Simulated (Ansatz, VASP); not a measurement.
## Bi: VASP beside Ansatz

```
Bi
1.0
     2.26268    1.30636    3.87276
    -2.26268    1.30636    3.87276
     0.00000   -2.61271    3.87276
Bi
2
Direct
  0.23744 0.23744 0.23744
  0.76256 0.76256 0.76256
```

Alike in both runs: functional PBEsol; k mesh 12 × 12 × 12; occupations fermi-dirac, width 0.15 eV; no spin polarisation.

Ansatz relaxed the structure, and its values are those at the end. VASP's run is a single point on that final structure, the one shown.

|  | VASP | Ansatz |
| --- | --- | --- |
| version | VASP 6.6.1 | Ansatz 0.2.0 |
| potentials or method | VASP PAW PBE potentials, release 64 (Bi_d), cutoff 520 eV | scalar-relativistic, plane waves, PAW |
| valence electrons in the cell | 30 | 30 |

```csv
,VASP,Ansatz,Ansatz less VASP
gap on the k mesh at the Fermi level (eV),none,none,-
pressure (GPa),0.0,0.0,+0.05
```

VASP's potentials were made for PBE, not for PBEsol. A gap of «none» marks a metal or a gap that the smearing closes. The functional is the same, so the differences come from potentials, cutoffs and numerics.

Neither program's run includes spin-orbit coupling.
